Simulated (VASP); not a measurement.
## CO2: single point with r2SCAN

CO2:

```
C O
1.0
     5.07542    0.00000    0.00000
     0.00000    5.09247    0.00000
     0.00000    0.00000    2.13463
C O
2 4
Cartesian
  2.5377 2.5462 1.0673
  0.0000 0.0000 0.0000
  1.8328 1.8469 0.0000
  4.3706 0.6993 1.0673
  0.7049 4.3932 1.0673
  3.2426 3.2456 0.0000
```

```yaml
Program: VASP 6.6.1
Task: single point
Functional: r2SCAN
Potentials_or_basis: VASP PAW PBE potentials, release 64 (C, O)
Cutoff: 520 eV
k_mesh: 6 × 6 × 12
Occupations: gaussian, width 0.02 eV
Spin: no spin polarisation
Dipole_correction: no
Further_INCAR_settings: ALGO = Normal; EDIFF = 1e-06; NBANDS = 25
```

```json
{
 "Pressure": "1.6 GPa",
 "Largest force": "0.204 eV/Å",
 "Band gap on the k mesh": "0.95 eV (least direct gap 1.41 eV)"
}
```

Forces in eV/Å, atoms in the order of the input:
```
C    0.000  0.000  0.000
C    0.000  0.000  0.000
O   -0.145 -0.144  0.000
O   -0.145  0.144  0.000
O    0.145 -0.144  0.000
O    0.145  0.144  0.000
```

Stress tensor (GPa, compression positive):
```
0.67 0.00 0.00
0.00 0.66 0.00
0.00 0.00 3.43
```

Levels at points of the mesh, in eV from the valence-band top:
| k point | band 13 | band 14 | band 15 | band 16 | band 17 | band 18 | band 19 | band 20 |
| --- | --- | --- | --- | --- | --- | --- | --- | --- |
| (0.00, 0.00, 0.00) | -2.77 | -1.91 | 0.00 | 0.00 | 5.46 | 5.80 | 5.82 | 8.23 |
| (0.50, 0.00, 0.00) | -2.81 | -2.81 | 0.00 | 0.00 | 5.64 | 5.64 | 7.10 | 7.10 |
| (0.00, 0.50, 0.00) | -2.82 | -2.82 | 0.00 | 0.00 | 5.65 | 5.65 | 7.09 | 7.09 |
| (0.50, 0.50, 0.00) | -2.70 | -2.70 | 0.00 | 0.00 | 5.46 | 5.46 | 6.99 | 6.99 |
| (0.00, 0.00, 0.50) | -1.08 | -1.08 | -1.05 | -1.05 | 1.59 | 1.59 | 5.92 | 5.92 |
| (0.50, 0.00, 0.50) | -0.98 | -0.98 | -0.46 | -0.46 | 0.95 | 0.95 | 6.09 | 6.09 |
| (0.00, 0.50, 0.50) | -0.98 | -0.98 | -0.46 | -0.46 | 0.95 | 0.95 | 6.09 | 6.09 |
| (0.50, 0.50, 0.50) | -1.12 | -1.12 | -0.92 | -0.92 | 1.60 | 1.60 | 5.97 | 5.97 |

It took 2.9 min on 1 thread of Intel(R) Xeon(R) 6975P-C (Granite Rapids) (shared host), peak memory 0.24 GiB.

Caveat: the PAW data sets were made with another functional, which shifts forces and pressure a little. A k mesh can miss the band edges.
